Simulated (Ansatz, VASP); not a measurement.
## One calculation of Re, two programs

File POSCAR:

```
Re
1.0
    2.7608000000      0.0000000000      0.0000000000
   -1.3804000000      2.3909229348      0.0000000000
    0.0000000000      0.0000000000      4.4582000000
Re
2
Direct
    0.6666666667      0.3333333333      0.7500000000
    0.3333333333      0.6666666667      0.2500000000
```

Contents of INCAR.step1:

```
SYSTEM = Re
PREC = Accurate
ENCUT = 520
EDIFF = 1E-5
ISMEAR = -1
SIGMA = 0.05
LREAL = .False.
LASPH = .True.
NELM = 100
ALGO = Normal
ISIF = 2
LWAVE = .True.
LCHARG = .False.
GGA = PE
NBANDS = 14
```

File INCAR.step2:

```
SYSTEM = Re
PREC = Accurate
ENCUT = 520
EDIFF = 1E-7
ISMEAR = -1
SIGMA = 0.05
LREAL = .False.
LASPH = .True.
NELM = 100
ALGO = Normal
ISIF = 2
LWAVE = .False.
LCHARG = .False.
GGA = PE
LHFCALC = .True.
AEXX = 0.25
PRECFOCK = Normal
ISTART = 1
NBANDS = 14
```

Contents of KPOINTS:

```
Automatic mesh
0
Gamma
  6 6 3
  0 0 0
```

input.yaml

```yaml
crystal:
  lattice:
    - [2.7608, 0.0, 0.0]
    - [-1.3804, 2.3909229348, 0.0]
    - [0.0, 0.0, 4.4582]
  atoms:
    - { symbol: Re, position: [0.6666666667, 0.3333333333, 0.75] }
    - { symbol: Re, position: [0.3333333333, 0.6666666667, 0.25] }
hamiltonian:
  xc: pbe0
  pseudopotentials: { kind: paw }
kpoints:
  mp_grid: { grid: [6, 6, 3] }
scf:
  occupations: { method: fermi_dirac, width: 0.05 }
output:
  forces: true
  stress: true
  eigenvalues: true
  write_density: true
  write_potential: true
  elf: true
  volumetric_format: npy
```

Alike in both runs: task single point; functional PBE0; k mesh 6 × 6 × 3; occupations fermi-dirac, width 0.05 eV; no spin polarisation.

```csv
,VASP,Ansatz
version,VASP 6.6.1,Ansatz 0.2.0
potentials or method,"VASP PAW PBE potentials, release 64 (Re)",Ansatz PAW
plane-wave cutoff (eV),520,420
valence electrons in the cell,14,30
```

|  | VASP | Ansatz | Ansatz less VASP |
| --- | --- | --- | --- |
| gap on the k mesh at the Fermi level (eV) | none | none | - |
| pressure (GPa) | -9.2 | -4.9 | +4.33 |
| traceless stress, the component that is largest in VASP (GPa) | -6.29 | -6.28 | +0.014 |

A gap of «none» marks a metal or a gap that the smearing closes. One of these differences is far larger than is usual between the two programs; its cause wasn't traced. VASP's potentials hold 14 valence electrons a cell and Ansatz's 30, so a difference there can come from the potentials and not from the codes.

The k mesh is coarse, so the values compare programs but aren't converged. Spin-orbit coupling is off throughout.
